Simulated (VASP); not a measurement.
Write the native input for VASP 6.6.1 that does the following.

- Task: single point
- Functional: LDA
- Potentials or basis: VASP PAW LDA potentials, release 64 (Be)
- Cutoff: 520 eV
- k mesh: 11 × 11 × 11
- Occupations: fermi-dirac, width 0.1 eV
- Spin: non-collinear spin, zero start, spin-orbit coupling
- Starting moments: [[0.0, 0.0, 0.0], [0.0, 0.0, 0.0]] μB
- Dipole correction: no
- Further INCAR settings: ALGO = Normal; EDIFF = 1e-06; NBANDS = 16

The structure of Be lies in POSCAR:

```
Be
1.0
    0.0000000000      2.4127936107      2.4127936107
    2.4127936107      0.0000000000      2.4127936107
    2.4127936107      2.4127936107      0.0000000000
Be
2
Direct
    0.1250000000      0.1250000000      0.1250000000
    0.8750000000      0.8750000000      0.8750000000
```

The input as run:

INCAR

```
PREC = Accurate
ENCUT = 520
EDIFF = 1E-6
ISMEAR = -1
SIGMA = 0.1
LREAL = False
LASPH = True
NELM = 150
ALGO = Normal
ISIF = 2
LWAVE = False
LCHARG = False
LNONCOLLINEAR = True
MAGMOM = 0 0 0 0 0 0
LORBIT = 11
LSORBIT = True
GGA_COMPAT = False
LORBMOM = True
GGA = CA
NBANDS = 16
```

KPOINTS

```
regular mesh
0
Gamma
  11 11 11
```

Potentials or basis: VASP PAW LDA potentials, release 64 (Be).

Command:

```sh
$ cat potpaw_LDA.64/Be/POTCAR > POTCAR
$ mpirun -np 1 vasp_ncl > vasp.out
```

Results of the run:

- Pressure: 0.1 GPa
- Net moment: 0.00 μB per cell
- Valence electrons inside the program's atomic spheres: Be 0.97

Run time: 26 s on 1 thread of Intel(R) Xeon(R) Platinum 8488C (Sapphire Rapids), with other jobs on the host, peak memory 0.2 GiB.
